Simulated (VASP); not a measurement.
Write the native input for VASP 6.6.1 that does the following.

* Task: relaxation of cell and atoms
* Functional: LDA
* Potentials or basis: VASP PAW LDA potentials, release 64 (B, Pd)
* Cutoff: 500 eV
* k mesh: 8 × 8 × 12
* Occupations: gaussian, width 0.1 eV
* Spin: no spin polarisation
* Dipole correction: no
* Further INCAR settings: ALGO = Normal; EDIFF = 1e-07; IBRION = 2; EDIFFG = -0.005; NSW = 70; ISIF = 3

The structure of BPd2 lies in POSCAR:

```
BPd2
1.0
    4.7673922249      0.0000000000      0.0000000000
    0.0000000000      5.1478977747      0.0000000000
    0.0000000000      0.0000000000      3.1560255912
B Pd
2 4
Direct
    0.0000000000      0.0000000000      0.0000000000
    0.5000000000      0.5000000000      0.5000000000
    0.2559324856      0.3429776529      0.0000000000
    0.7440675144      0.6570223471      0.0000000000
    0.7559324856      0.1570223471      0.5000000000
    0.2440675144      0.8429776529      0.5000000000
```

These files were run (other wordings do the same):

INCAR

```
SYSTEM = BPd2
PREC = Accurate
ENCUT = 500
EDIFF = 1E-7
ISMEAR = 0
SIGMA = 0.1
LREAL = .False.
LASPH = .True.
NELM = 120
ALGO = Normal
ISIF = 3
LWAVE = .False.
LCHARG = .False.
GGA = CA
IBRION = 2
NSW = 70
EDIFFG = -0.005
GGA_COMPAT = .False.
NELMIN = 4
```

KPOINTS

```
regular mesh
0
Gamma
  8 8 12
  0 0 0
```

Potentials or basis: VASP PAW LDA potentials, release 64 (B, Pd).

The run is started by

```console
$ cat potpaw_LDA.64/B/POTCAR potpaw_LDA.64/Pd/POTCAR > POTCAR
$ mpirun -np 1 vasp_std > vasp.out
```

It gave:

| Property | Result |
| --- | --- |
| Relaxed volume | 12.14 Å³/atom |
| Relaxed cell | a = 4.647 Å, b = 5.058 Å, c = 3.099 Å, α = 90.00°, β = 90.00°, γ = 90.00° |
| Space group after relaxing (to 0.1 Å) | Pnnm (No. 58) |
| Energy gained by relaxing | 29.2 meV/atom |
| Ionic steps | 11 |
| Pressure after relaxing | 0.0 GPa |
| Largest force after relaxing | 0.004 eV/Å |
| Band gap on the k mesh | zero (bands 23 and 24 overlap by 3.18 eV) |

Run time: 14 min on 1 thread of Intel(R) Xeon(R) Platinum 8559C (Emerald Rapids), with other jobs on the host, peak memory 0.38 GiB.
